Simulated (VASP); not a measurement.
Here is a VASP 6.6.1 calculation.

INCAR

```
  PREC = Accurate
  ENCUT = 520
  EDIFF = 1E-6
  ISMEAR = 0
  SIGMA = 0.1
  LREAL = False
  LASPH = True
  NELM = 60
  ALGO = Normal
  ISIF = 2
  LWAVE = False
  LCHARG = True
  LELF = True
  LVHAR = True
  NBANDS = 8
```

File KPOINTS:

```
regular mesh
0
Gamma
  12 12 12
```

POSCAR

```
Al
1.0
    0.0000000000      2.0248050000      2.0248050000
    2.0248050000      0.0000000000      2.0248050000
    2.0248050000      2.0248050000      0.0000000000
Al
1
Direct
    0.0000000000      0.0000000000      0.0000000000
```

Potentials or basis: VASP PAW LDA potentials, release 64 (Al).

The run is started by

```sh
$ cat potpaw_LDA.64/Al/POTCAR > POTCAR
$ mpirun -np 1 vasp_std > vasp.out
```

(1) Estimate the pressure.

## Answers

(1) -3.5 GPa.
